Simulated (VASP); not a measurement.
# NaH20ClO10 in VASP: notebook

Runs on NaH20ClO10. Level: LDA. Tasks: single point.

Program: VASP 6.6.1. These are calculated values, not measurements. Logs are shortened: lines on timing, memory, paths and dates and some standing lists are left out, and cuts for length are marked.

## 1. The cell of the first run

The cell holds an amorphous packing of atoms, 32 atoms: a = 6.138 Å, b = 6.138 Å, c = 6.138 Å, α = 90.00°, β = 90.00°, γ = 90.00°.

## 2. Single point, LDA

Contents of INCAR:

```
SYSTEM = NaH20ClO10
  PREC = Accurate
  ENCUT = 520
  EDIFF = 1E-7
  ISMEAR = -1
  SIGMA = 0.02
  LREAL = Auto
  LASPH = .TRUE.
  NELM = 80
  ALGO = Normal
  ISIF = 2
  LWAVE = .FALSE.
  LCHARG = .TRUE.
  GGA = CA
  LELF = .TRUE.
  LVHAR = .TRUE.
  NBANDS = 69
```

Contents of KPOINTS:

```
Automatic mesh
0
G
  1 1 1
  0 0 0
```

Contents of POSCAR:

```
NaH20ClO10
1.0
    6.1380490000      0.0000000000      0.0000000000
    0.0000000000      6.1380490000      0.0000000000
    0.0000000000      0.0000000000      6.1380490000
O H Na Cl
10 20 1 1
Direct
    0.3902380056      0.5805264833      0.3918834796
    0.8008407883      0.4891293634      0.6549475249
    1.0206663388      0.0696801215      0.5147075235
    0.4193514910      0.0028184852      0.5502236949
    0.4952387966      0.8691523968      0.9702268587
    0.0645807813      0.2019208384      0.9504811708
    1.0301318872      0.6148370598      0.2669740825
    0.1788027433      0.6769089005      0.8055491248
    0.4377286659      0.3118417595      0.7898275169
    0.7180946258      0.8189898777      0.3548195852
    0.2236378367      0.6183072178      0.3194500402
    0.4567900973      0.4527334337      0.3227409882
    0.6637614004      0.4075073366      0.6861463634
    0.8952518952      0.3956794740      0.5700997174
    0.8852324248      0.0051156320      0.4399443537
    1.1308805127     -0.0437272495      0.5512012042
    0.4282631175      0.1418854753      0.6432662887
    0.5764046524     -0.0665683835      0.4927298560
    0.5518202934      0.9054831592      0.8248060581
    0.3931379499      0.7426301093      0.9400055294
    0.1338210236      0.1494774643      0.8189247104
   -0.0829742480      0.2644651419      0.9214328527
    0.8962619881      0.6906591981      0.3640896317
    0.9707156134      0.4947174583      0.1744691188
    0.2543642125      0.6957748301      0.6600468651
    0.0181327976      0.6510700713      0.7595247285
    0.2948656813      0.3848942881      0.8160410580
    0.5195299027      0.3039891014      0.9390768956
    0.6953512427      0.8814690140      0.1981737194
    0.5353981371      0.6950091145      0.3800393252
    0.2184407456      0.9907871377      0.2199233014
    0.6657327108      0.2480266938      0.1836088308
```

Potentials or basis: VASP PAW LDA potentials, release 64 (O, H, Na_pv, Cl).

Command:

```
$ cat potpaw_LDA.64/O/POTCAR potpaw_LDA.64/H/POTCAR potpaw_LDA.64/Na_pv/POTCAR potpaw_LDA.64/Cl/POTCAR > POTCAR
$ mpirun -np 1 vasp_gam > vasp.out
```

OUTCAR:

```text
SYSTEM = NaH20ClO10
   PREC = Accurate
   ENCUT = 520
   EDIFF = 1E-7
   ISMEAR = -1
   LREAL = Auto
   LASPH = .TRUE.
   NELM = 80
   ISIF = 2
   GGA = CA

 ion  position               nearest neighbor table
   1  0.390  0.581  0.392-  12 0.98  30 1.14  11 1.14
   2  0.801  0.489  0.655-  14 0.97  13 1.00
   3  0.021  0.070  0.515-  16 1.00  15 1.03  31 2.23
   4  0.419  0.003  0.550-  17 1.03  18 1.11  31 2.37
   5  0.495  0.869  0.970-  19 0.98  20 1.02
   6  0.065  0.202  0.950-  21 0.97  22 1.00  31 2.30
   7  0.030  0.615  0.267-  24 1.00  23 1.12  11 1.23
   8  0.179  0.677  0.806-  25 1.01  26 1.04
   9  0.438  0.312  0.790-  27 1.00  28 1.05  17 1.38
  10  0.718  0.819  0.355-  29 1.04  23 1.35  30 1.36  18 1.40
  11  0.224  0.618  0.319-   1 1.14   7 1.23
  12  0.457  0.453  0.323-   1 0.98
  13  0.664  0.408  0.686-   2 1.00
  14  0.895  0.396  0.570-   2 0.97
  15  0.885  0.005  0.440-   3 1.03
  16  0.131  0.956  0.551-   3 1.00
  17  0.428  0.142  0.643-   4 1.03   9 1.38
  18  0.576  0.933  0.493-   4 1.11  10 1.40
  19  0.552  0.905  0.825-   5 0.98
  20  0.393  0.743  0.940-   5 1.02
  21  0.134  0.149  0.819-   6 0.97
  22  0.917  0.264  0.921-   6 1.00
  23  0.896  0.691  0.364-   7 1.12  10 1.35
  24  0.971  0.495  0.174-   7 1.00
  25  0.254  0.696  0.660-   8 1.01
  26  0.018  0.651  0.760-   8 1.04
  27  0.295  0.385  0.816-   9 1.00
  28  0.520  0.304  0.939-   9 1.05
  29  0.695  0.881  0.198-  10 1.04
  30  0.535  0.695  0.380-   1 1.14  10 1.36
  31  0.218  0.991  0.220-   3 2.23   6 2.30   4 2.37
  32  0.666  0.248  0.184-

  LATTYP: Found a simple cubic cell.
 ALAT       =     6.1380490000

  Lattice vectors:

 A1 = (   6.1380490000,   0.0000000000,   0.0000000000)
 A2 = (   0.0000000000,   6.1380490000,   0.0000000000)
 A3 = (   0.0000000000,   0.0000000000,   6.1380490000)

Analysis of symmetry for initial positions (statically):
=====================================================================
 Subroutine PRICEL returns:
 Original cell was already a primitive cell.

 Routine SETGRP: Setting up the symmetry group for a
 simple cubic supercell.

 Subroutine GETGRP returns: Found  1 space group operations
 (whereof  1 operations were pure point group operations)
 out of a pool of 48 trial point group operations.

The static configuration has the point symmetry C_1 .

Analysis of symmetry for dynamics (positions and initial velocities):
[... 149 lines left out ...]
   EDIFFG = 0.1E-05   stopping-criterion for IOM
   NSW    =      0    number of steps for IOM
   IBRION =     -1    ionic relax: 0-MD 1-quasi-New 2-CG
   NFREE  =      0    steps in history (QN), initial steepest desc. (CG)
   ISIF   =      2    stress and relaxation
   ISYM   =      2    0-nonsym 1-usesym 2-fastsym
   POTIM  = 0.5000    time-step for ionic-motion
   TEBEG  =    0.0;   TEEND  =   0.0 temperature during run
   PSTRESS=    0.0 pullay stress
   NELECT =      94.0000    total number of electrons
   NUPDOWN=      -1.0000    fix difference up-down
   EMIN   =  10.00;   EMAX   =-10.00  energy-range for DOS
   EFERMI =   0.00;   METHOD = LEGACY
   ISMEAR =    -1;   SIGMA  =   0.02  broadening in eV -4-tet -1-fermi 0-gaus
   EFERMI_NEDOS =   21; number of points for ismear=-14 and -15
   IALGO  =     38    algorithm
   IMIX   =      4    mixing-type and parameters
     AMIX     =   0.40;   BMIX     =  1.00
     AMIX_MAG =   1.60;   BMIX_MAG =  1.00
  volume/ion in A,a.u.               =       7.23        48.77
  Fermi-wavevector in a.u.,A,eV,Ry     =   1.212701  2.291673 20.009325  1.470644
  Thomas-Fermi vector in A             =   2.348177
   LORBIT       =      0    0 simple, 1 ext, 2 COOP (PROOUT), +10 PAW based schemes
   GGA     = CA    functional components
   LHFCALC =     F    Hartree Fock is set to
   AEXX    =    0.0000 exact exchange contribution
   IVDW    =     0    specifies the selected vdW correction
   LEPSILON=     F    determine dielectric tensor
   LRPA    =     F    only Hartree local field effects (RPA)
 non-spin polarized calculation
  energy-cutoff  :      520.00
  volume of cell :      231.25
 maximum number of plane-waves:      3118
 NGX is ok and might be reduce to    48
   NGX = 23   NGY = 23   NGZ = 23

 number of electron      94.0000015 magnetization

 Free energy of the ion-electron system (eV)
  ---------------------------------------------------
  ext. energy  EPLUGINS =         0.00000000
  ---------------------------------------------------
  free energy    TOTEN  =      -161.27203203 eV

  energy without entropy =     -161.27203203  energy(sigma->0) =     -161.27203203

 E-fermi :  -0.5064     XC(G=0):  -9.4107

 val. band max:       -1.0254408617   @ k =   0.0000   0.0000   0.0000
 cond. band min:       3.3188686509   @ k =   0.0000   0.0000   0.0000
 fundamental gap:      4.3443095126
 Fermi energy:        -0.5063825875

 k-point     1 :       0.0000    0.0000    0.0000
  band No.  band energies     occupation
      1     -22.0482      2.00000
      2     -22.0027      2.00000
      3     -21.9444      2.00000
      4     -20.9985      2.00000
      5     -20.3947      2.00000
      6     -19.7726      2.00000
[... 51 lines left out ...]
     58       8.5979      0.00000
     59       8.7064      0.00000
 [bands above 59 left out]

------------------------ aborting loop because EDIFF is reached ----------------------------------------

  FORCE on cell =-STRESS in cart. coord.  units (eV):
  Direction    XX          YY          ZZ          XY          YZ          ZX
  --------------------------------------------------------------------------------------
  -------------------------------------------------------------------------------------
  Total        0.8969265      5.1738933      3.6841528     -1.1220504      1.2176138     -1.3399054
  in kB        6.2140732     35.8456945     25.5244953     -7.7737734      8.4358548     -9.2831136
  external PRESSURE =      22.5280877 kB  Pullay stress =       0.0000000 kB

 VOLUME and BASIS-vectors are now :
 -----------------------------------------------------------------------------
  energy-cutoff  :      520.00
  volume of cell :      231.25
      direct lattice vectors                 reciprocal lattice vectors
     6.138049000  0.000000000  0.000000000     0.162918217  0.000000000  0.000000000
     0.000000000  6.138049000  0.000000000     0.000000000  0.162918217  0.000000000
     0.000000000  0.000000000  6.138049000     0.000000000  0.000000000  0.162918217

 POSITION                                       TOTAL-FORCE (eV/Angst)
 -----------------------------------------------------------------------------------
      2.39530      3.56330      2.40540         0.886532      1.722764      0.511234
      4.91560      3.00230      4.02010         0.430658      0.589928      0.567251
      0.12685      0.42770      3.15930        -0.921810      0.003437     -0.537048
      2.57400      0.01730      3.37730         1.231370     -1.628145     -0.633464
      3.03980      5.33490      5.95530         0.124847     -1.028347      0.669804
      0.39640      1.23940      5.83410        -0.485485      0.532134      1.161129
[... 24 lines left out ...]
      1.34080      6.08150      1.34990         0.389790      0.424996     -0.709737
      4.08630      1.52240      1.12700         0.098856      0.910787      0.141325
 -----------------------------------------------------------------------------------
    total drift:                               -0.000427      0.003339     -0.000408

  FREE ENERGIE OF THE ION-ELECTRON SYSTEM (eV)
  ---------------------------------------------------
  free  energy   TOTEN  =      -161.2720320265 eV

  energy  without entropy=     -161.2720320265  energy(sigma->0) =     -161.27203203
```

Wall time 30 s (1 thread of Intel Xeon Platinum 8375C at 2.90GHz (Ice Lake), shared host); peak memory 0.25 GiB.

What came out:

```yaml
Free_energy: -161.2720 eV
Pressure: 2.3 GPa
Largest_force: 2.371 eV/Å
Band_gap_on_the_k_mesh: 4.34 eV
```

Forces in eV/Å, atoms in the order of the input:
```
O    0.887  1.723  0.511
O    0.431  0.590  0.567
O   -0.922  0.003 -0.537
O    1.231 -1.628 -0.633
O    0.125 -1.028  0.670
O   -0.485  0.532  1.161
O   -0.102  0.091  0.088
O   -1.381 -0.397 -1.886
O    0.478  0.980  0.551
O   -0.649  0.375 -0.394
H   -0.255 -0.999 -0.043
H    0.406 -1.211 -0.440
H   -0.521  0.289  0.033
H    0.339 -0.736 -0.528
H    0.641 -0.092  0.753
H   -0.087  0.516  0.259
H    0.184 -0.395 -0.203
H   -1.516  1.051  0.171
H   -0.425  0.148 -0.060
H    0.406  0.810 -0.016
H   -0.375 -0.268 -0.747
H    0.672 -0.555 -0.137
H   -0.361 -0.145 -1.380
H    0.194  0.343  0.475
H    0.009 -0.150  0.910
H    0.929 -0.271  0.730
H    0.334  0.465  0.042
H   -0.519 -0.320 -0.382
H   -0.152 -0.709  1.180
H   -0.007 -0.345 -0.148
Na   0.390  0.425 -0.710
Cl   0.099  0.911  0.141
```

Stress tensor (GPa, compression positive):
```
 0.62 -0.78 -0.93
-0.78  3.58  0.84
-0.93  0.84  2.55
```

Caveat: the k points lie up to 1.02 Å⁻¹ apart.

## 3. Single point, LDA

This run uses another cell than the first one, of 7.77 Å³/atom, 1.075 times its volume.

Contents of INCAR:

```
PREC     = Accurate       # precision mode
ENCUT    = 520            # plane-wave cutoff, eV
EDIFF    = 1E-6           # SCF threshold, eV
ISMEAR   = -1             # smearing method
SIGMA    = 0.02           # smearing width, eV
LREAL    = Auto         
LASPH    = True           # aspherical terms in the spheres
NELM     = 80             # most SCF steps
ALGO     = Normal         # electronic algorithm
ISIF     = 2              # what is computed and relaxed
LWAVE    = False          # write WAVECAR
LCHARG   = False          # write CHGCAR
NBANDS   = 69             # bands
```

Contents of KPOINTS:

```
regular mesh
0
Gamma
  1 1 1
```

Contents of POSCAR:

```
NaH20ClO10
1.0
    6.2874070000      0.0000000000      0.0000000000
    0.0000000000      6.2874070000      0.0000000000
    0.0000000000      0.0000000000      6.2874070000
O H Na Cl
10 20 1 1
Direct
    0.2955431388      0.5962076258      0.3331421045
    0.9128087302      0.4343921111      0.7025948853
    0.7942861024      0.1478829031      0.5037211684
    0.4204594994     -0.0485891879      0.5330655388
    0.5008105885      0.8201155103      0.8977786868
    0.1466423281      0.1635809484      0.9943685847
    0.9331668842      0.5875236007      0.3288478064
    0.2558765482      0.5897184642      0.7303646797
    0.4644840075      0.2687912521      0.7349293596
    0.6503475916      0.8009343120      0.2328941009
    0.1228487356      0.5956668623      0.3292454266
    0.3250942718      0.4620505719      0.2640039049
    0.8807446377      0.5070770828      0.5491930139
    0.9087370994      0.2785249945      0.6496318753
    0.7817531138      0.1607817022      0.3529594951
    0.6464827233      0.1800901389      0.5657658237
    0.4017236358      0.0961127536      0.6111740500
    0.5681356400     -0.0608995091      0.4686192575
    0.4968980058      0.9040928955      0.7573233290
    0.3840374895      0.7039626988      0.8358930796
    0.2590097953      0.2176572950      0.8973810666
    0.0271017925      0.2343891528      0.9454772055
    0.8118450102      0.7158913046      0.2731173598
    0.8682275539      0.4848739711      0.2166552921
    0.2868432090      0.6161045404      0.5733206074
    0.0831980497      0.5002857299      0.7459354866
    0.3715681202      0.4131910023      0.7247502826
    0.5606444755      0.3018414427      0.8607841038
    0.5871895998      0.8332051671      0.0608995091
    0.5545529341      0.6865469342      0.2639243809
    0.2950659946      0.9455249199      0.2310014287
    0.6140528202      0.3515757768      0.1357316299
```

Potentials or basis: VASP PAW LDA potentials, release 64 (O, H, Na_pv, Cl).

Command:

```
$ cat potpaw_LDA.64/O/POTCAR potpaw_LDA.64/H/POTCAR potpaw_LDA.64/Na_pv/POTCAR potpaw_LDA.64/Cl/POTCAR > POTCAR
$ mpirun -np 1 vasp_gam > vasp.out
```

Run time: 27 s. Hardware: 1 thread of Intel Xeon Platinum 8375C at 2.90GHz (Ice Lake), shared host; peak memory 0.25 GiB.

The run converged. Its results:

```yaml
Free_energy: -160.6616 eV
Pressure: 9.3 GPa
Largest_force: 3.210 eV/Å
Band_gap_on_the_k_mesh: 4.76 eV
```

Forces in eV/Å, atoms in the order of the input:
```
O    1.197  0.572  0.081
O    0.051  0.401  0.045
O   -0.623 -1.508  1.782
O    0.041  0.130  0.228
O   -0.494  0.656 -0.867
O    1.971 -1.081  1.036
O   -1.723 -0.948 -0.533
O   -0.072 -0.552  0.294
O   -0.142  0.305 -0.129
O    1.046  2.159  0.492
H   -0.042  0.230 -0.169
H    0.601 -0.651 -0.336
H    0.671 -0.201  0.841
H   -0.199  0.523 -0.338
H   -0.202  0.368 -1.664
H    1.080  0.554 -0.227
H    0.399 -0.446 -0.211
H   -0.626 -0.103 -0.069
H    0.251 -0.332  0.776
H   -0.097 -0.169  0.548
H    0.658 -0.433 -0.026
H   -2.878  1.274 -0.628
H   -0.111  0.491  0.210
H    0.451  0.253  0.993
H   -0.212  0.057 -0.197
H   -0.143  0.657 -0.648
H    0.088  0.444 -0.098
H   -0.011 -0.237  0.014
H    0.606 -0.229 -0.568
H   -1.396 -1.377  0.722
Na  -0.555  0.052 -1.100
Cl   0.417 -0.853 -0.254
```

Stress tensor (GPa, compression positive):
```
10.18  0.60  2.71
 0.60  9.80  0.89
 2.71  0.89  7.93
```

Levels at points of the mesh, in eV from the valence-band top:
```
           k point  band 44  band 45  band 46  band 47  band 48  band 49  band 50  band 51
(0.00, 0.00, 0.00)    -0.29    -0.28    -0.14     0.00     4.76     7.62     7.76     8.15
```

Caveat: the k points lie up to 1.00 Å⁻¹ apart.

(Part 1 of 2 ends here.)
